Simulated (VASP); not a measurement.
Here is a VASP 6.6.1 calculation.

INCAR

```
PREC = Accurate ; ENCUT = 600
EDIFF = 1E-6 ; ISMEAR = 0
SIGMA = 0.1 ; LREAL = False
LASPH = True ; NELM = 100
ALGO = Normal ; ISIF = 3
LWAVE = False ; LCHARG = False
GGA = PE ; IBRION = 2
NSW = 90 ; EDIFFG = -0.04
```

KPOINTS

```
Automatic mesh
0
Gamma
  6 6 4
```

The input POSCAR:

```
TaSi2
1.0
    4.7799992400      0.0000000000      0.0000000000
   -2.3899996200      4.1396007700      0.0000000000
    0.0000000000      0.0000000000      6.5640001300
Ta Si
3 6
Direct
    0.5000000000      0.0000000000      0.5000000000
    0.5000000000      0.5000000000      0.8333333300
    0.0000000000      0.5000000000      0.1666666700
    0.1666500000      0.3332999900      0.5000000000
    0.8333500000      0.1666500000      0.8333333300
    0.6667000100      0.8333500000      0.1666666700
    0.8333500000      0.6667000100      0.5000000000
    0.1666500000      0.8333500000      0.8333333300
    0.3332999900      0.1666500000      0.1666666700
```

Potentials or basis: VASP PAW PBE potentials, release 64 (Ta_pv, Si).

The run is started by

```console
$ cat potpaw_PBE.64/Ta_pv/POTCAR potpaw_PBE.64/Si/POTCAR > POTCAR
$ mpirun -np 1 vasp_std > vasp.out
```

(1) What does it give for the space group after relaxing (to 0.1 Å)?

(2) Estimate the relaxed volume.

(3) What does it give for the band gap on the k mesh?

Answers

(1) P6_222 (No. 180).

(2) 14.67 Å³/atom.

(3) zero (an odd number of electrons rules out a gap without spin polarisation).

Caveat: spin-orbit coupling is left out, which moves the levels of the heavy elements.
